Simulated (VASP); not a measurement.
Write the native input for VASP 6.6.1 that does the following.

| Item | Value |
| --- | --- |
| Task | single point |
| Functional | PBE |
| Potentials or basis | VASP PAW PBE potentials, release 64 (Hf_pv, Pb_d, O) |
| Cutoff | 520 eV |
| k mesh | 8 × 8 × 4 |
| Occupations | gaussian, width 0.1 eV |
| Spin | no spin polarisation |
| Dipole correction | no |
| Further INCAR settings | ALGO = Normal; EDIFF = 1e-06; NBANDS = 48 |

The structure of Hf5PbO2 lies in POSCAR:

```
Hf5PbO2
1.0
    2.5760396290     -4.4971504171      0.0000000000
    2.5760396290      4.4971504171      0.0000000000
    0.0000000000      0.0000000000      8.8840615716
Hf Pb O
5 1 2
Direct
    0.1916643248      0.8083356752      0.2809383993
    0.8083356752      0.1916643248      0.2809383993
    0.8083356752      0.1916643248      0.7190616007
    0.1916643248      0.8083356752      0.7190616007
    0.5000000000      0.5000000000      0.5000000000
    0.0000000000      0.0000000000      0.0000000000
    0.0000000000      0.0000000000      0.6245901104
    0.0000000000      0.0000000000      0.3754098896
```

The cell was built from a structure type or drawn by symmetry, and may not be a known phase.

The input as run:

INCAR

```
PREC     = Accurate       # precision mode
ENCUT    = 520            # plane-wave cutoff, eV
EDIFF    = 1E-6           # SCF threshold, eV
ISMEAR   = 0              # smearing method
SIGMA    = 0.1            # smearing width, eV
LREAL    = F              # projectors in reciprocal space
LASPH    = T              # aspherical terms in the spheres
NELM     = 60             # most SCF steps
ALGO     = Normal         # electronic algorithm
ISIF     = 2              # what is computed and relaxed
LWAVE    = F              # write WAVECAR
LCHARG   = T              # write CHGCAR
GGA      = PE             # functional
LELF     = T              # ELF
LVHAR    = T            
NBANDS   = 48             # bands
```

KPOINTS

```
regular mesh
0
Gamma
  8 8 4
```

Potentials or basis: VASP PAW PBE potentials, release 64 (Hf_pv, Pb_d, O).

The run is started by

```console
$ cat potpaw_PBE.64/Hf_pv/POTCAR potpaw_PBE.64/Pb_d/POTCAR potpaw_PBE.64/O/POTCAR > POTCAR
$ mpirun -np 1 vasp_std > vasp.out
```

It gave:

The pressure is -0.5 GPa, the largest force is 0.106 eV/Å and the band gap on the k mesh is zero (bands 38 and 39 overlap by 0.71 eV).

Caveat: spin-orbit coupling is left out, which moves the levels of the heavy elements.

It took 6.8 min on 1 thread of Intel(R) Xeon(R) 6975P-C (Granite Rapids), on a shared host, peak memory 0.69 GiB.
